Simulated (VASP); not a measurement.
Crystal: Zr.

```
Zr
1.0
     3.24458    0.00000    0.00000
    -1.62229    2.80989    0.00000
     0.00000    0.00000    5.15736
Zr
2
Direct
  0.33333 0.66667 0.25000
  0.66667 0.33333 0.75000
```

Base run:

* Program: VASP 6.6.1
* Functional: r2SCAN
* Potentials or basis: VASP PAW PBE potentials, release 64 (Zr_sv)
* Cutoff: 520 eV
* k mesh: 11 × 11 × 6
* Occupations: methfessel-paxton, width 0.2 eV
* Spin: no spin polarisation

Its results: band gap on the k mesh zero (bands 12 and 13 overlap by 1.14 eV); pressure -0.1 GPa.

Problem. The run is repeated on the same cell with these changes: occupations from methfessel-paxton, width 0.2 eV to gaussian, width 1 eV. What comes out?

Solution. Band gap on the k mesh zero (bands 12 and 13 overlap by 1.15 eV); pressure 2.0 GPa.

Caveats: the PAW data sets were made with another functional, which shifts forces and pressure a little; so wide a smearing shifts energies and pressures (at least some runs).
